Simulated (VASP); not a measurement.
Write the native input for VASP 6.6.1 that does the following.

```yaml
Task: single point
Functional: r2SCAN
Potentials_or_basis: VASP PAW PBE potentials, release 64 (Ga_d, As)
Cutoff: 520 eV
k_mesh: 10 × 10 × 10
Occupations: gaussian, width 0.05 eV
Spin: no spin polarisation
Dipole_correction: no
Further_INCAR_settings: ALGO = Normal; EDIFF = 1e-07; NBANDS = 16
```

GaAs:

```
Ga As
1.0
     0.00000    3.17319    2.24345
     3.17319    0.00000    2.24345
     3.17319    3.17319    0.00000
Ga As
1 1
Direct
  0.00000 0.00000 0.00000
  0.75000 0.75000 0.75000
```

This cell differs from its parent crystal: ratio of the length along z to the lengths across it x 0.707, volume and fractional coordinates fixed.

The input as run:

POSCAR

```
GaAs
1.0
    0.0000000000      3.1731915787      2.2434464461
    3.1731915787      0.0000000000      2.2434464461
    3.1731915787      3.1731915787      0.0000000000
Ga As
1 1
Direct
    0.0000000000      0.0000000000      0.0000000000
    0.7500000000      0.7500000000      0.7500000000
```

INCAR.step1

```
  PREC = Accurate
  ENCUT = 520
  ISMEAR = 0
  SIGMA = 0.05
  LREAL = F
  LASPH = T
  NELM = 80
  NBANDS = 16
  GGA = PE
  ALGO = Normal
  EDIFF = 1E-4
  LWAVE = T
  LCHARG = F
```

INCAR.step2

```
  PREC = Accurate
  ENCUT = 520
  EDIFF = 1E-7
  ISMEAR = 0
  SIGMA = 0.05
  LREAL = F
  LASPH = T
  NELM = 80
  ALGO = Normal
  ISIF = 2
  LWAVE = F
  LCHARG = F
  METAGGA = R2SCAN
  LMIXTAU = T
  NBANDS = 16
  ISTART = 1
```

KPOINTS

```
regular mesh
0
Gamma
  10 10 10
```

Potentials or basis: VASP PAW PBE potentials, release 64 (Ga_d, As).

Run with:

```sh
$ cat potpaw_PBE.64/Ga_d/POTCAR potpaw_PBE.64/As/POTCAR > POTCAR
$ cp INCAR.step1 INCAR
$ mpirun -np 1 vasp_std > vasp.out
$ cp INCAR.step2 INCAR
$ mpirun -np 1 vasp_std > vasp.out
```

It gave:

```json
{"Pressure": "-1.9 GPa", "Band gap on the k mesh": "zero (bands 9 and 10 overlap by 0.84 eV)"}
```

Caveat: the stress differs along the axes, from -5 to 5 GPa; the PAW data sets were made with another functional, which shifts forces and pressure a little.

Wall time 5.1 min on 1 thread of AMD EPYC 7R13, with other jobs on the host, peak memory 0.24 GiB.
